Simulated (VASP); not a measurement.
A run of VASP 6.6.1 is set up as follows.

Contents of INCAR:

```
PREC     = Accurate       # precision mode
ENCUT    = 520            # plane-wave cutoff, eV
EDIFF    = 1E-7           # SCF threshold, eV
ISMEAR   = 0              # smearing method
SIGMA    = 0.03           # smearing width, eV
LREAL    = False          # projectors in reciprocal space
LASPH    = True           # aspherical terms in the spheres
NELM     = 100            # most SCF steps
ALGO     = Normal         # electronic algorithm
ISIF     = 2              # what is computed and relaxed
LWAVE    = False          # write WAVECAR
LCHARG   = True           # write CHGCAR
GGA      = PE             # functional
IVDW     = 12             # dispersion correction
LELF     = True           # ELF
LVHAR    = True         
NBANDS   = 11             # bands
```

File KPOINTS:

```
Automatic mesh
0
Gamma
  16 16 16
```

The input POSCAR:

```
C
1.0
    0.0000000000      2.1341012763      3.3978816909
    1.2327815012      0.0000000000      3.3978816909
    1.2327815012      2.1341012763      0.0000000000
C
2
Direct
    0.1666966007      0.8333033993      0.1666966007
    0.8333033993      0.1666966007      0.8333033993
```

Potentials or basis: VASP PAW PBE potentials, release 64 (C).

Launch:

```sh
$ cat potpaw_PBE.64/C/POTCAR > POTCAR
$ mpirun -np 1 vasp_std > vasp.out
```

(1) Estimate the dispersion energy per atom.

(2) Predict the pressure.

(3) Estimate the largest force.

## Answers

(1) -0.154 eV.

(2) 0.5 GPa.

(3) 0.021 eV/Å.
